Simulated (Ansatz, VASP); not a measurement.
# Two plane-wave programs on Nb3H

Contents of INCAR:

```
SYSTEM = Nb3H
PREC = Accurate ; ENCUT = 520
EDIFF = 1E-6 ; ISMEAR = 0
SIGMA = 0.1 ; LREAL = .False.
LASPH = .True. ; NELM = 150
ALGO = Normal ; ISIF = 2
LWAVE = .False. ; LCHARG = .False.
ISPIN = 2 ; MAGMOM = 0 0 0 1
LORBIT = 11 ; LMAXMIX = 4
LDIPOL = .True. ; IDIPOL = 3
DIPOL = 0.5 0.5 0.327 ; NBANDS = 32
```

The input KPOINTS:

```
regular mesh
0
Gamma
  9 9 1
  0 0 0
```

POSCAR

```
Nb3H
1.0
    2.9270177637      0.0000000000      0.0000000000
    0.0000000000      2.9270177637      0.0000000000
    0.0000000000      0.0000000000     21.1957939222
Nb H
3 1
Direct
    0.5000000000      0.5000000000      0.1887166867
    0.0000000000      0.0000000000      0.2876907936
    0.5000000000      0.5000000000      0.3866707684
    0.5000000000      0.8333333333      0.4465883164
```

Input for Ansatz:

```yaml
crystal:
  lattice:
    - [2.9270177637, 0.0, 0.0]
    - [0.0, 2.9270177637, 0.0]
    - [0.0, 0.0, 21.1957939222]
  atoms:
    - { symbol: Nb, position: [0.5, 0.5, 0.1887166867] }
    - { symbol: Nb, position: [0.0, 0.0, 0.2876907936] }
    - { symbol: Nb, position: [0.5, 0.5, 0.3866707684] }
    - { symbol: H, position: [0.5, 0.8333333333, 0.4465883164], spin: 1.0 }
basis:
  ecutwfc: 420
kpoints:
  mp_grid: { grid: [9, 9, 1] }
hamiltonian:
  xc: lda
scf:
  occupations: { method: gaussian, width: 0.1 }
output:
  forces: true
  eigenvalues: true
  populations: true
magnetization:
  spin_polarized: true
efield:
  axis: 3
  dipole_correction: true
  ramp_width: 0.04
```

Alike in both runs: task single point; functional LDA; k mesh 9 × 9 × 1; occupations gaussian, width 0.1 eV; collinear spin.

|  | VASP | Ansatz |
| --- | --- | --- |
| version | VASP 6.6.1 | Ansatz 0.2.0 |
| potentials or method | VASP PAW LDA potentials, release 64 (Nb_sv, H), cutoff 520 eV | scalar-relativistic, plane waves, PAW |
| valence electrons in the cell | 40 | 40 |

Ansatz gave:

```
gap on the k mesh at the Fermi level (eV) : none
rms of the force components (eV/Å)        : 1.435
net moment per atom (μB)                  : 0.00
```

Question: Which values does VASP return?

Answer: gap on the k mesh at the Fermi level (eV): none; rms of the force components (eV/Å): 1.440; net moment per atom (μB): 0.00.

LDA's correlation is that of Perdew and Zunger in VASP and of Perdew and Wang (1992) in Ansatz. Atom by atom the forces differ by 0.005 eV/Å (rms over components). A gap of «none» marks a metal or a gap that the smearing closes. Ansatz's warnings: seeded moment not kept.
